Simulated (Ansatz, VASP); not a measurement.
**One calculation of ZrS, two programs**

INCAR

```
SYSTEM = ZrS
PREC     = Accurate       ! precision mode
ENCUT    = 520            ! plane-wave cutoff, eV
EDIFF    = 1E-7           ! SCF threshold, eV
ISMEAR   = 0              ! smearing method
SIGMA    = 0.15           ! smearing width, eV
LREAL    = .FALSE.        ! projectors in reciprocal space
LASPH    = .TRUE.         ! aspherical terms in the spheres
NELM     = 100            ! most SCF steps
ALGO     = Normal         ! electronic algorithm
ISIF     = 2              ! what is computed and relaxed
LWAVE    = .FALSE.        ! write WAVECAR
LCHARG   = .FALSE.        ! write CHGCAR
GGA      = PS             ! functional
NBANDS   = 16             ! bands
```

Contents of KPOINTS:

```
Automatic mesh
0
G
  16 16 16
  0 0 0
```

File POSCAR:

```
ZrS
1.0
    0.0000000000      2.6250000000      2.5462500000
    2.6250000000      0.0000000000      2.5462500000
    2.6250000000      2.6250000000      0.0000000000
Zr S
1 1
Direct
    0.0000000000      0.0000000000      0.0000000000
    0.5000000000      0.5000000000      0.5000000000
```

Input for Ansatz:

```yaml
crystal:
  lattice:
    - [0.0, 2.625, 2.54625]
    - [2.625, 0.0, 2.54625]
    - [2.625, 2.625, 0.0]
  atoms:
    - { symbol: Zr, position: [0.0, 0.0, 0.0] }
    - { symbol: S, position: [0.5, 0.5, 0.5] }
basis:
  ecutwfc: 420
kpoints:
  mp_grid: { grid: [16, 16, 16] }
hamiltonian:
  xc: pbesol
scf:
  occupations: { method: gaussian, width: 0.15 }
output:
  forces: true
  stress: true
  eigenvalues: true
```

Change from the starting cell: strain +0.000 along x and y, -0.030 along z, atoms carried along.

Alike in both runs: task single point; functional PBEsol; k mesh 16 × 16 × 16; occupations gaussian, width 0.15 eV; no spin polarisation.

|  | VASP | Ansatz |
| --- | --- | --- |
| version | VASP 6.6.1 | Ansatz 0.2.0 |
| potentials or method | VASP PAW PBE potentials, release 64 (Zr_sv, S), cutoff 520 eV | scalar-relativistic, plane waves, PAW |
| valence electrons in the cell | 18 | 18 |

|  | VASP | Ansatz | Ansatz less VASP |
| --- | --- | --- | --- |
| gap on the k mesh at the Fermi level (eV) | none | none | - |
| pressure (GPa) | -2.0 | -2.2 | -0.21 |
| traceless stress, the component that is largest in VASP (GPa) | 6.24 | 6.19 | -0.043 |

VASP's potentials were made for PBE, not for PBEsol. A gap of «none» marks a metal or a gap that the smearing closes. The functional is the same, so the differences come from potentials, cutoffs and numerics.
